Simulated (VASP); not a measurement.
Wanted: the native input for a VASP 6.6.1 run.

```
Task                   : single point
Functional             : PBE
Potentials or basis    : VASP PAW PBE potentials, release 64 (Ca_sv, O)
Cutoff                 : 600 eV
k mesh                 : 6 × 6 × 6
Occupations            : gaussian, width 0.01 eV
Spin                   : no spin polarisation
Dipole correction      : no
Further INCAR settings : ALGO = Normal; EDIFF = 1e-06; NBANDS = 15
```

The structure of CaO lies in POSCAR:

```
CaO
1.0
    0.0000000000      2.3395624215      2.3395624215
    2.3395624215      0.0000000000      2.3395624215
    2.3395624215      2.3395624215      0.0000000000
Ca O
1 1
Direct
    0.0000000000      0.0000000000      0.0000000000
    0.5000000000      0.5000000000      0.5000000000
```

These files were run (other wordings do the same):

INCAR

```
PREC = Accurate ; ENCUT = 600
EDIFF = 1E-6 ; ISMEAR = 0
SIGMA = 0.01 ; LREAL = False
LASPH = True ; NELM = 120
ALGO = Normal ; ISIF = 2
LWAVE = False ; LCHARG = False
GGA = PE ; NBANDS = 15
GGA_COMPAT = False
```

KPOINTS

```
regular mesh
0
Gamma
  6 6 6
```

Potentials or basis: VASP PAW PBE potentials, release 64 (Ca_sv, O).

Command:

```console
$ cat potpaw_PBE.64/Ca_sv/POTCAR potpaw_PBE.64/O/POTCAR > POTCAR
$ mpirun -np 1 vasp_std > vasp.out
```

Results of the run:

The pressure is 13.2 GPa. The band gap on the k mesh is 3.60 eV (least direct gap 3.95 eV).

Caveat: the cell stands under pressure.

Run time: 7.5 s on 1 thread of AMD EPYC 7R43 64-Core Processor (Zen 3), with other jobs on the host, peak memory 0.12 GiB.
